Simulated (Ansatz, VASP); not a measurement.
# Ge: VASP beside Ansatz

```
Ge
1.0
     0.00000    2.68733    2.75805
     2.68733    0.00000    2.75805
     2.68733    2.68733    0.00000
Ge
2
Direct
  0.50000 0.50000 0.50000
  0.75000 0.75000 0.75000
```

Change from the starting cell: strain -0.050 along x and y, -0.025 along z, atoms carried along.

Alike in both runs: task single point; functional r2SCAN; k mesh 10 × 10 × 10; occupations gaussian, width 0.05 eV; no spin polarisation.

|  | VASP | Ansatz |
| --- | --- | --- |
| version | VASP 6.6.1 | Ansatz 0.2.0 |
| potentials or method | VASP PAW PBE potentials, release 64 (Ge_d), cutoff 520 eV | scalar-relativistic, plane waves, PAW |
| valence electrons in the cell | 28 | 28 |

VASP gave:

| Item | Value |
| --- | --- |
| gap on the k mesh at the Fermi level (eV) | 0.40 |
| least direct gap on the mesh (eV) | 1.60 |
| pressure (GPa) | 13.6 |
| traceless stress, the component that is largest in VASP (GPa) | -1.60 |

**Question.** Which values does Ansatz return?

**Answer.** gap on the k mesh at the Fermi level (eV): 0.41; least direct gap on the mesh (eV): 1.66; pressure (GPa): 13.5; traceless stress, the component that is largest in VASP (GPa): -1.61.

VASP's potentials were made for PBE, not for r2SCAN.
